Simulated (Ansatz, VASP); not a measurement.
One calculation of Mo2Br, two programs

```
Mo Br
1.0
     3.27965    0.00000    0.00000
    -1.63983    2.84026    0.00000
     0.00000    0.00000   12.55185
Mo Br
4 2
Direct
  0.33333 0.66667 0.06305
  0.66667 0.33333 0.56305
  0.33333 0.66667 0.43695
  0.66667 0.33333 0.93695
  0.00000 0.00000 0.25000
  0.00000 0.00000 0.75000
```

Change from the starting cell: species swapped into the TaSe2 type (P6_3/mmc, No. 194).

Alike in both runs: functional PBE; k mesh 12 × 12 × 4; occupations gaussian, width 0.1 eV; no spin polarisation.

Ansatz relaxed the structure, and its values are those at the end. VASP's run is a single point on that final structure, the one shown.

|  | VASP | Ansatz |
| --- | --- | --- |
| version | VASP 6.6.1 | Ansatz 0.2.0 |
| potentials or method | VASP PAW PBE potentials, release 64 (Mo_sv, Br), cutoff 520 eV | scalar-relativistic, plane waves, PAW |
| valence electrons in the cell | 70 | 70 |

```tsv
	VASP	Ansatz	Ansatz less VASP
gap on the k mesh at the Fermi level (eV)	none	none	-
pressure (GPa)	0.3	0.0	-0.35
rms of the force components (eV/Å)	0.036	0.000	-0.0357
```

A gap of «none» marks a metal or a gap that the smearing closes. With one functional, cell and mesh, what is left measures potentials, basis and numerics.
